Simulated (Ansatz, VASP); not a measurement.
# K: VASP beside Ansatz

```xyz
4
Lattice="6.5381 0.0000 0.0000 0.0000 6.5381 0.0000 0.0000 0.0000 6.9314" Properties=species:S:1:pos:R:3 pbc="T T T"
K     1.6368    1.6368    3.4657
K     1.6368    4.9013    0.0000
K     4.9013    1.6368    0.0000
K     4.9013    4.9013    3.4657
```

Alike in both runs: functional PBE; k mesh 4 × 4 × 4; occupations gaussian, width 0.1 eV; no spin polarisation.

Ansatz relaxed the structure, and its values are those at the end. VASP's run is a single point on that final structure, the one shown.

```csv
,VASP,Ansatz
version,VASP 6.6.1,Ansatz 0.2.0
potentials or method,"VASP PAW PBE potentials, release 64 (K_sv), cutoff 520 eV","scalar-relativistic, plane waves, PAW"
valence electrons in the cell,36,36
```

```csv
,VASP,Ansatz,Ansatz less VASP
gap on the k mesh at the Fermi level (eV),none,none,-
pressure (GPa),0.0,0.0,+0.01
```

A gap of «none» marks a metal or a gap that the smearing closes.
